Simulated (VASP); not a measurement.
Here is a VASP 6.6.1 calculation.

INCAR

```
SYSTEM = C
PREC = Accurate ; ENCUT = 520
EDIFF = 1E-7 ; ISMEAR = 0
SIGMA = 0.01 ; LREAL = .FALSE.
LASPH = .TRUE. ; NELM = 80
ALGO = Normal ; ISIF = 2
LWAVE = .FALSE. ; LCHARG = .FALSE.
GGA = PE ; NBANDS = 16
```

Contents of KPOINTS:

```
regular mesh
0
G
  6 6 4
  0 0 0
```

POSCAR

```
C
1.0
    2.5031953547      0.0000000000      0.0000000000
   -1.2515976774      2.1678307678      0.0000000000
    0.0000000000      0.0000000000      4.1688692743
C
4
Direct
    0.3333333333      0.6666666667      0.0002313159
    0.6666666667      0.3333333333      0.5002313159
    0.3333333333      0.6666666667      0.3747686841
    0.6666666667      0.3333333333      0.8747686841
```

Potentials or basis: VASP PAW PBE potentials, release 64 (C).

Run with:

```bash
$ cat potpaw_PBE.64/C/POTCAR > POTCAR
$ mpirun -np 1 vasp_std > vasp.out
```

Task: What does it give for the pressure?

Result: 4.9 GPa.

Task: Predict the band gap on the k mesh.

Result: 3.31 eV, indirect (least direct gap 4.99 eV).

Forces in eV/Å, atoms in the order of the input:
```
C    0.000  0.000  0.006
C    0.000  0.000  0.006
C    0.000  0.000 -0.006
C    0.000  0.000 -0.006
```

Caveat: the k points lie up to 0.48 Å⁻¹ apart. A k mesh can miss the band edges.
